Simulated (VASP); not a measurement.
A run of VASP 6.6.1:

INCAR

```
SYSTEM = Ta2N
ALGO = Normal ; EDIFF = 1E-6
ENCUT = 520 ; GGA = PE
ISIF = 2 ; ISMEAR = 1
LASPH = .True. ; LCHARG = .False.
LREAL = .False. ; LWAVE = .False.
NBANDS = 20 ; NELM = 80
PREC = Accurate ; SIGMA = 0.1
```

KPOINTS

```
k-points
0
Gamma
  12 12 7
  0 0 0
```

POSCAR

```
Ta2N
1.0
    3.1128620000      0.0000000000      0.0000000000
   -1.5564310000      2.6958170000      0.0000000000
    0.0000000000      0.0000000000      4.8698410000
Ta N
2 1
Direct
    0.6666666667      0.3333333333      0.7452890000
    0.3333333333      0.6666666667      0.2547110000
    0.0160623889      0.0000000000      0.0000000000
```

Potentials or basis: VASP PAW PBE potentials, release 64 (Ta_pv, N).

Run with:

```bash
$ cat potpaw_PBE.64/Ta_pv/POTCAR potpaw_PBE.64/N/POTCAR > POTCAR
$ mpirun -np 1 vasp_std > vasp.out
```

Hardware: 1 thread of AMD EPYC 9R45 96-Core Processor (Zen 5), on a shared host.

Q: How long does it take, and how much memory?

A: It took 92 s on 1 thread of AMD EPYC 9R45 96-Core Processor (Zen 5), with other jobs on the host, peak memory 0.29 GiB. Counts: scf iterations 14, k points 277.
